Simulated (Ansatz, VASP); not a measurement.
**SiC: VASP beside Ansatz**

```
Si C
1.0
     3.07909    0.00000    0.00000
    -1.53954    2.66657    0.00000
     0.00000    0.00000   15.10769
Si C
6 6
Cartesian
  0.0000 0.0000 1.8890
  0.0000 0.0000 9.4428
  0.0000 1.7777 4.4087
  1.5395 0.8889 11.9626
  0.0000 1.7777 14.4779
  1.5395 0.8889 6.9241
  0.0000 0.0000 -0.0047
  0.0000 0.0000 7.5491
  0.0000 1.7777 2.5204
  1.5395 0.8889 10.0742
  0.0000 1.7777 12.5895
  1.5395 0.8889 5.0357
```

Alike in both runs: functional PBEsol; k mesh 12 × 12 × 2; occupations gaussian, width 0.02 eV; no spin polarisation.

Ansatz relaxed the structure, and its values are those at the end. VASP's run is a single point on that final structure, the one shown.

```csv
,VASP,Ansatz
version,VASP 6.6.1,Ansatz 0.2.0
potentials or method,"VASP PAW PBE potentials, release 64 (Si, C), cutoff 520 eV","scalar-relativistic, plane waves, PAW"
valence electrons in the cell,48,48
```

Ansatz gave:

| Quantity | Value |
| --- | --- |
| gap on the k mesh at the Fermi level (eV) | 1.92 |
| least direct gap on the mesh (eV) | 3.03 |
| pressure (GPa) | 0.0 |

**Question.** Which values does VASP return?

**Answer.** gap on the k mesh at the Fermi level (eV): 1.91; least direct gap on the mesh (eV): 3.02; pressure (GPa): 0.3.

VASP's potentials were made for PBE, not for PBEsol.
